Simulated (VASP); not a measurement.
# Al9N7 (a cell with a defect) in VASP: single point with PBE

Aim: the single point of Al9N7 (a cell with a defect) with PBE.

All numbers are computed with VASP 6.6.1; they aren't measurements. Logs are shortened: lines on timing, memory, paths and dates and some standing lists are left out, and cuts for length are marked.

## (1) The cell of the first run

The cell holds a defect, 16 atoms: a = 6.177 Å, b = 6.177 Å, c = 6.177 Å, α = 60.00°, β = 60.00°, γ = 60.00°.

## (2) Single point, PBE

Contents of INCAR:

```
PREC = Accurate ; ENCUT = 520
EDIFF = 1E-6 ; ISMEAR = -1
SIGMA = 0.05 ; LREAL = F
LASPH = T ; NELM = 120
ALGO = Normal ; ISIF = 2
LWAVE = F ; LCHARG = F
GGA = PE ; NBANDS = 45
GGA_COMPAT = F
```

Contents of KPOINTS:

```
regular mesh
0
Gamma
  2 2 2
```

Contents of POSCAR:

```
Al9N7
1.0
    0.0000000000      4.3679880000      4.3679880000
    4.3679880000      0.0000000000      4.3679880000
    4.3679880000      4.3679880000      0.0000000000
Al N
9 7
Direct
    0.0000000000      0.0000000000      0.0000000000
    0.3750000000      0.3750000000      0.3750000000
    0.0000000000      0.0000000000      0.5000000000
    0.0000000000      0.5000000000      0.0000000000
    0.0000000000      0.5000000000      0.5000000000
    0.5000000000      0.0000000000      0.0000000000
    0.5000000000      0.0000000000      0.5000000000
    0.5000000000      0.5000000000      0.0000000000
    0.5000000000      0.5000000000      0.5000000000
    0.3750000000      0.3750000000      0.8750000000
    0.3750000000      0.8750000000      0.3750000000
    0.3750000000      0.8750000000      0.8750000000
    0.8750000000      0.3750000000      0.3750000000
    0.8750000000      0.3750000000      0.8750000000
    0.8750000000      0.8750000000      0.3750000000
    0.8750000000      0.8750000000      0.8750000000
```

Potentials or basis: VASP PAW PBE potentials, release 64 (Al, N).

Started as:

```
> cat potpaw_PBE.64/Al/POTCAR potpaw_PBE.64/N/POTCAR > POTCAR
> mpirun -np 1 vasp_std > vasp.out
```

OUTCAR:

```text
PREC = Accurate
   ENCUT = 520
   EDIFF = 1E-6
   ISMEAR = -1
   LREAL = F
   LASPH = T
   NELM = 120
   ISIF = 2
   GGA = PE

 ion  position               nearest neighbor table
   1  0.000  0.000  0.000-  12 1.89  14 1.89  15 1.89  16 1.89   4 3.09   6 3.09   3 3.09   3 3.09
                             5 3.09   7 3.09   4 3.09   5 3.09   8 3.09   6 3.09   7 3.09   8 3.09
   2  0.375  0.375  0.375-   5 1.89   7 1.89   8 1.89   9 1.89
   3  0.000  0.000  0.500-  11 1.89  13 1.89  15 1.89  16 1.89   5 3.09   7 3.09   1 3.09   1 3.09
                             4 3.09   6 3.09   4 3.09   5 3.09   9 3.09   6 3.09   7 3.09   9 3.09
   4  0.000  0.500  0.000-  10 1.89  13 1.89  14 1.89  16 1.89   5 3.09   8 3.09   1 3.09   3 3.09
                             5 3.09   9 3.09   1 3.09   3 3.09   6 3.09   6 3.09   8 3.09   9 3.09
   5  0.000  0.500  0.500-   2 1.89  13 1.89  14 1.89  15 1.89   3 3.09   4 3.09   9 3.09   1 3.09
                             4 3.09   8 3.09   1 3.09   3 3.09   7 3.09   7 3.09   8 3.09   9 3.09
   6  0.500  0.000  0.000-  10 1.89  11 1.89  12 1.89  16 1.89   7 3.09   8 3.09   1 3.09   3 3.09
                             7 3.09   9 3.09   4 3.09   8 3.09   9 3.09   1 3.09   3 3.09   4 3.09
   7  0.500  0.000  0.500-   2 1.89  11 1.89  12 1.89  15 1.89   3 3.09   6 3.09   9 3.09   1 3.09
                             6 3.09   8 3.09   5 3.09   8 3.09   9 3.09   1 3.09   3 3.09   5 3.09
   8  0.500  0.500  0.000-   2 1.89  10 1.89  12 1.89  14 1.89   4 3.09   6 3.09   9 3.09   5 3.09
                             7 3.09   9 3.09   1 3.09   6 3.09   7 3.09   1 3.09   4 3.09   5 3.09
   9  0.500  0.500  0.500-   2 1.89  10 1.89  11 1.89  13 1.89   5 3.09   7 3.09   8 3.09   4 3.09
                             6 3.09   8 3.09   3 3.09   6 3.09   7 3.09   3 3.09   4 3.09   5 3.09
  10  0.375  0.375  0.875-   4 1.89   6 1.89   8 1.89   9 1.89
  11  0.375  0.875  0.375-   3 1.89   6 1.89   7 1.89   9 1.89
  12  0.375  0.875  0.875-   1 1.89   6 1.89   7 1.89   8 1.89
  13  0.875  0.375  0.375-   3 1.89   4 1.89   5 1.89   9 1.89
  14  0.875  0.375  0.875-   1 1.89   4 1.89   5 1.89   8 1.89
  15  0.875  0.875  0.375-   1 1.89   3 1.89   5 1.89   7 1.89
  16  0.875  0.875  0.875-   1 1.89   3 1.89   4 1.89   6 1.89

  LATTYP: Found a face centered cubic cell.
 ALAT       =     8.7359760000

  Lattice vectors:

 A1 = (   0.0000000000,   4.3679880000,   4.3679880000)
 A2 = (   4.3679880000,   0.0000000000,   4.3679880000)
 A3 = (   4.3679880000,   4.3679880000,   0.0000000000)

Analysis of symmetry for initial positions (statically):
=====================================================================
 Subroutine PRICEL returns:
 Original cell was already a primitive cell.

 Routine SETGRP: Setting up the symmetry group for a
 face centered cubic supercell.

 Subroutine GETGRP returns: Found 24 space group operations
 (whereof  6 operations were pure point group operations)
 out of a pool of 48 trial point group operations.

The static configuration has the point symmetry C_3v.
 The point group associated with its full space group is T_d .

Analysis of symmetry for dynamics (positions and initial velocities):
=====================================================================
 Subroutine PRICEL returns:
 Original cell was already a primitive cell.

 Routine SETGRP: Setting up the symmetry group for a
 face centered cubic supercell.

 Subroutine GETGRP returns: Found 24 space group operations
 (whereof  6 operations were pure point group operations)
 out of a pool of 48 trial point group operations.

The dynamic configuration has the point symmetry C_3v.
 The point group associated with its full space group is T_d .

 Subroutine INISYM returns: Found 24 space group operations
 (whereof  6 operations are pure point group operations),
 and found     1 'primitive' translations

----------------------------------------------------------------------------------------

                                     Primitive cell

  volume of cell :     166.6765

  direct lattice vectors                    reciprocal lattice vectors
     0.000000000  4.367988000  4.367988000    -0.114469179  0.114469179  0.114469179
     4.367988000  0.000000000  4.367988000     0.114469179 -0.114469179  0.114469179
     4.367988000  4.367988000  0.000000000     0.114469179  0.114469179 -0.114469179

  length of vectors
     6.177267870  6.177267870  6.177267870     0.198266434  0.198266434  0.198266434

  position of ions in fractional coordinates (direct lattice)
     0.000000000  0.000000000  0.000000000
     0.375000000  0.375000000  0.375000000
     0.000000000  0.000000000  0.500000000
     0.000000000  0.500000000  0.000000000
     0.000000000  0.500000000  0.500000000
     0.500000000  0.000000000  0.000000000
[... 8 lines left out ...]
     0.875000000  0.875000000  0.375000000
     0.875000000  0.875000000  0.875000000

  ion indices of the primitive-cell ions
   primitive index   ion index
                 1           1
                 2           2
                 3           3
                 4           4
                 5           5
                 6           6
[... 8 lines left out ...]
                15          15
                16          16

----------------------------------------------------------------------------------------

 KPOINTS: regular mesh

Automatic generation of k-mesh.
 Grid dimensions read from file:
 generate k-points for:    2    2    2

 Generating k-lattice:

  Cartesian coordinates                     Fractional coordinates (reciprocal lattice)
    -0.057234589  0.057234589  0.057234589     0.500000000  0.000000000  0.000000000
     0.057234589 -0.057234589  0.057234589     0.000000000  0.500000000  0.000000000
     0.057234589  0.057234589 -0.057234589     0.000000000  0.000000000  0.500000000

  Length of vectors
     0.099133217  0.099133217  0.099133217

  Shift w.r.t. Gamma in fractional coordinates (k-lattice)
     0.000000000  0.000000000  0.000000000

 Subroutine IBZKPT returns following result:
 ===========================================

 Found      3 irreducible k-points:

 Following reciprocal coordinates:
            Coordinates               Weight
  0.000000  0.000000  0.000000      1.000000
  0.500000  0.000000  0.000000      4.000000
  0.500000  0.500000  0.000000      3.000000
   k-points           NKPTS =      3   k-points in BZ     NKDIM =      3   number of bands    NBANDS=     45
   number of dos      NEDOS =    301   number of ions     NIONS =     16
   total plane-waves  NPLWV = 110592
   dimension x,y,z NGX =    48 NGY =   48 NGZ =   48
   dimension x,y,z NGXF=    96 NGYF=   96 NGZF=   96
   ions per type =               9   7
   NGX,Y,Z   is equivalent  to a cutoff of  12.92, 12.92, 12.92 a.u.
   NGXF,Y,Z  is equivalent  to a cutoff of  25.84, 25.84, 25.84 a.u.
 SYSTEM =  unknown system
   PREC   = accura    normal or accurate (medium, high low for compatibility)
   ISTART =      0    job   : 0-new  1-cont  2-samecut
   ICHARG =      2    charge: 1-file 2-atom 10-const
   ISPIN  =      1    spin polarized calculation?
   LNONCOLLINEAR =      F non collinear calculations
   LSORBIT =      F    spin-orbit coupling
   LASPH  =      T    aspherical Exc in radial PAW
   ENCUT  =  520.0 eV  38.22 Ry    6.18 a.u.  11.49 11.49 11.49*2*pi/ulx,y,z
   NELM   =    120;   NELMIN=  2; NELMDL= -5     # of ELM steps
   EDIFF  = 0.1E-05   stopping-criterion for ELM
   LREAL  =      F    real-space projection
   EDIFFG = 0.1E-04   stopping-criterion for IOM
   NSW    =      0    number of steps for IOM
   IBRION =     -1    ionic relax: 0-MD 1-quasi-New 2-CG
   NFREE  =      0    steps in history (QN), initial steepest desc. (CG)
   ISIF   =      2    stress and relaxation
   ISYM   =      2    0-nonsym 1-usesym 2-fastsym
   POTIM  = 0.5000    time-step for ionic-motion
   TEBEG  =    0.0;   TEEND  =   0.0 temperature during run
   PSTRESS=    0.0 pullay stress
   NELECT =      62.0000    total number of electrons
   NUPDOWN=      -1.0000    fix difference up-down
   EMIN   =  10.00;   EMAX   =-10.00  energy-range for DOS
   EFERMI =   0.00;   METHOD = LEGACY
   ISMEAR =    -1;   SIGMA  =   0.05  broadening in eV -4-tet -1-fermi 0-gaus
   EFERMI_NEDOS =   21; number of points for ismear=-14 and -15
   IALGO  =     38    algorithm
   IMIX   =      4    mixing-type and parameters
     AMIX     =   0.40;   BMIX     =  1.00
     AMIX_MAG =   1.60;   BMIX_MAG =  1.00
  volume/ion in A,a.u.               =      10.42        70.30
  Fermi-wavevector in a.u.,A,eV,Ry     =   1.177373  2.224912 18.860484  1.386206
  Thomas-Fermi vector in A             =   2.313720
   LORBIT       =      0    0 simple, 1 ext, 2 COOP (PROOUT), +10 PAW based schemes
   GGA     = PE    functional components
   LHFCALC =     F    Hartree Fock is set to
   AEXX    =    0.0000 exact exchange contribution
   IVDW    =     0    specifies the selected vdW correction
   LEPSILON=     F    determine dielectric tensor
   LRPA    =     F    only Hartree local field effects (RPA)
 non-spin polarized calculation
  energy-cutoff  :      520.00
  volume of cell :      166.68
 maximum number of plane-waves:      4477
 NGX is ok and might be reduce to    48
   NGX = 23   NGY = 23   NGZ = 23

 number of electron      61.9999998 magnetization

 Free energy of the ion-electron system (eV)
  ---------------------------------------------------
  ext. energy  EPLUGINS =         0.00000000
  ---------------------------------------------------
  free energy    TOTEN  =       -95.11333895 eV

  energy without entropy =      -95.04670285  energy(sigma->0) =      -95.08002090

 E-fermi :   8.7388     XC(G=0): -11.0745

 val. band max:        8.3644157794   @ k =   0.5000   0.5000   0.0000
 cond. band min:       8.7643122813   @ k =   0.5000   0.0000   0.0000
 fundamental gap:      0.3998965019
 Fermi energy:         8.7388337884

 k-point     1 :       0.0000    0.0000    0.0000
  band No.  band energies     occupation
      1      -8.3214      2.00000
      2      -6.4349      2.00000
      3      -6.4349      2.00000
      4      -6.4349      2.00000
      5      -5.9819      2.00000
      6      -5.7971      2.00000
[... 35 lines left out ...]
     42      14.6442      0.00000
     43      16.1191      0.00000

 k-point     2 :       0.5000    0.0000    0.0000
  band No.  band energies     occupation
      1      -7.6058      2.00000
      2      -7.3907      2.00000
      3      -6.1664      2.00000
      4      -6.1664      2.00000
      5      -6.1647      2.00000
      6      -6.1647      2.00000
[... 35 lines left out ...]
     42      14.9211      0.00000
     43      15.7534      0.00000

 k-point     3 :       0.5000    0.5000    0.0000
  band No.  band energies     occupation
      1      -7.3634      2.00000
      2      -7.1184      2.00000
      3      -6.5705      2.00000
      4      -6.5705      2.00000
      5      -6.5676      2.00000
      6      -5.9706      2.00000
[... 35 lines left out ...]
     42      15.8398      0.00000
     43      15.8398      0.00000
 [bands above 43 left out]

------------------------ aborting loop because EDIFF is reached ----------------------------------------

  FORCE on cell =-STRESS in cart. coord.  units (eV):
  Direction    XX          YY          ZZ          XY          YZ          ZX
  --------------------------------------------------------------------------------------
  -------------------------------------------------------------------------------------
  Total       38.1409059     38.1409059     38.1409059      0.0000000      0.0000000     -0.0000000
  in kB      366.6293944    366.6293944    366.6293944      0.0000000      0.0000000     -0.0000000
  external PRESSURE =     366.6293944 kB  Pullay stress =       0.0000000 kB

 VOLUME and BASIS-vectors are now :
 -----------------------------------------------------------------------------
  energy-cutoff  :      520.00
  volume of cell :      166.68
      direct lattice vectors                 reciprocal lattice vectors
     0.000000000  4.367988000  4.367988000    -0.114469179  0.114469179  0.114469179
     4.367988000  0.000000000  4.367988000     0.114469179 -0.114469179  0.114469179
     4.367988000  4.367988000  0.000000000     0.114469179  0.114469179 -0.114469179

 POSITION                                       TOTAL-FORCE (eV/Angst)
 -----------------------------------------------------------------------------------
      0.00000      0.00000      0.00000        -0.106051     -0.106051     -0.106051
      3.27599      3.27599      3.27599         0.000000      0.000000      0.000000
      2.18399      2.18399      0.00000         0.106051      0.106051     -0.106051
      2.18399      0.00000      2.18399         0.106051     -0.106051      0.106051
      4.36799      2.18399      2.18399         6.445690     -6.445690     -6.445690
      0.00000      2.18399      2.18399        -0.106051      0.106051      0.106051
[... 8 lines left out ...]
      5.45999      5.45999      7.64398         0.000000      0.000000      0.197236
      7.64398      7.64398      7.64398         0.000000      0.000000      0.000000
 -----------------------------------------------------------------------------------
    total drift:                               -0.000000     -0.000000     -0.000000

  FREE ENERGIE OF THE ION-ELECTRON SYSTEM (eV)
  ---------------------------------------------------
  free  energy   TOTEN  =       -95.1133389476 eV

  energy  without entropy=      -95.0467028469  energy(sigma->0) =      -95.08002090
```

Wall time 37 s (1 thread of Intel Xeon Platinum 8375C at 2.90GHz (Ice Lake), shared host); peak memory 0.3 GiB.

Results:

| Quantity | Value |
| --- | --- |
| Free energy | -95.1133 eV |
| Pressure | 36.7 GPa |
| Largest force | 11.164 eV/Å |
| Band gap on the k mesh | zero (bands 31 and 32 overlap by 0.75 eV) |

Forces in eV/Å, atoms in the order of the input:
```
Al  -0.106 -0.106 -0.106
Al   0.000  0.000  0.000
Al   0.106  0.106 -0.106
Al   0.106 -0.106  0.106
Al   6.446 -6.446 -6.446
Al  -0.106  0.106  0.106
Al  -6.446  6.446 -6.446
Al  -6.446 -6.446  6.446
Al   6.446  6.446  6.446
N    0.000  0.000 -0.197
N    0.000 -0.197  0.000
N    0.197  0.000  0.000
N   -0.197  0.000  0.000
N    0.000  0.197  0.000
N    0.000  0.000  0.197
N    0.000  0.000  0.000
```

Caveat: the k points lie up to 0.62 Å⁻¹ apart, too coarse for converged energies and pressures of a metal.

The gap in the log of VASP goes by the Fermi energy; the results here count the filled bands.